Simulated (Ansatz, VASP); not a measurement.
## BN: VASP beside Ansatz

```
CELL_PARAMETERS angstrom
2.49202 0.00000 0.00000
-1.24601 2.15815 0.00000
0.00000 0.00000 4.12192
ATOMIC_POSITIONS crystal
B 0.33333 0.66667 0.00020
B 0.66667 0.33333 0.50020
N 0.33333 0.66667 0.37480
N 0.66667 0.33333 0.87480
```

Alike in both runs: task single point; functional r2SCAN; k mesh 9 × 9 × 6; no spin polarisation.

|  | VASP | Ansatz |
| --- | --- | --- |
| version | VASP 6.6.1 | Ansatz 0.2.0 |
| potentials or method | VASP PAW PBE potentials, release 64 (B, N) | plane waves, PAW |
| plane-wave cutoff (eV) | 520 | 500 |
| occupations | gaussian, width 0.01 eV | fixed |
| valence electrons in the cell | 16 | 16 |

Ansatz gave:

```
gap on the k mesh at the Fermi level (eV) : 5.66
rms of the force components (eV/Å)        : 0.029
```

Task: What did VASP give for the same quantities?

Result: gap on the k mesh at the Fermi level (eV): 5.62; rms of the force components (eV/Å): 0.031.

VASP's potentials were made for PBE, not for r2SCAN. Atom by atom the forces differ by 0.002 eV/Å (rms over components).
